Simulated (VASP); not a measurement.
Wanted: the native input for a VASP 6.6.1 run.

```yaml
Task: single point
Functional: PBE
Potentials_or_basis: VASP PAW PBE potentials, release 64 (Ga_d, N)
Cutoff: 520 eV
k_mesh: 10 × 10 × 3
Occupations: gaussian, width 0.05 eV
Spin: no spin polarisation
Dipole_correction: no
Further_INCAR_settings: ALGO = Normal; EDIFF = 1e-07; NBANDS = 46
```

The structure of GaN lies in POSCAR:

```
GaN
1.0
   -3.2184289111      0.0000000000      0.0000000000
   -1.6092144555     -2.7872411973      0.0000000000
    0.0000000000      0.0000000000     10.1860608832
Ga N
4 4
Direct
    0.3333333333      0.3333333333      0.1604049338
    0.3333333333      0.3333333333      0.6751309404
    0.6666666667      0.6666666667      0.9324939437
    0.6666666667      0.6666666667      0.4177679371
    0.3333333333      0.3333333333      0.8690470795
    0.3333333333      0.3333333333      0.3543210728
    0.6666666667      0.6666666667      0.0969580695
    0.6666666667      0.6666666667      0.6116840761
```

This cell differs from its parent crystal: the distance across one plane changed.

The input as run:

INCAR

```
PREC     = Accurate       # precision mode
ENCUT    = 520            # plane-wave cutoff, eV
EDIFF    = 1E-7           # SCF threshold, eV
ISMEAR   = 0              # smearing method
SIGMA    = 0.05           # smearing width, eV
LREAL    = F              # projectors in reciprocal space
LASPH    = T              # aspherical terms in the spheres
NELM     = 60             # most SCF steps
ALGO     = Normal         # electronic algorithm
ISIF     = 2              # what is computed and relaxed
LWAVE    = F              # write WAVECAR
LCHARG   = F              # write CHGCAR
GGA      = PE             # functional
NBANDS   = 46             # bands
```

KPOINTS

```
Automatic mesh
0
Gamma
  10 10 3
```

Potentials or basis: VASP PAW PBE potentials, release 64 (Ga_d, N).

Command:

```console
$ cat potpaw_PBE.64/Ga_d/POTCAR potpaw_PBE.64/N/POTCAR > POTCAR
$ mpirun -np 1 vasp_std > vasp.out
```

Results of the run:

- Pressure: 8.9 GPa
- Largest force: 7.181 eV/Å
- Band gap on the k mesh: 1.69 eV

Caveat: the cell differs from its parent crystal (the distance across one plane changed); the cell stands under pressure; forces of over 1 eV/Å act on the atoms, so gaps and moduli don't describe the material at rest.

Run time: 4.5 min on 1 thread of Intel Xeon 8259CL (shared host), peak memory 0.26 GiB.
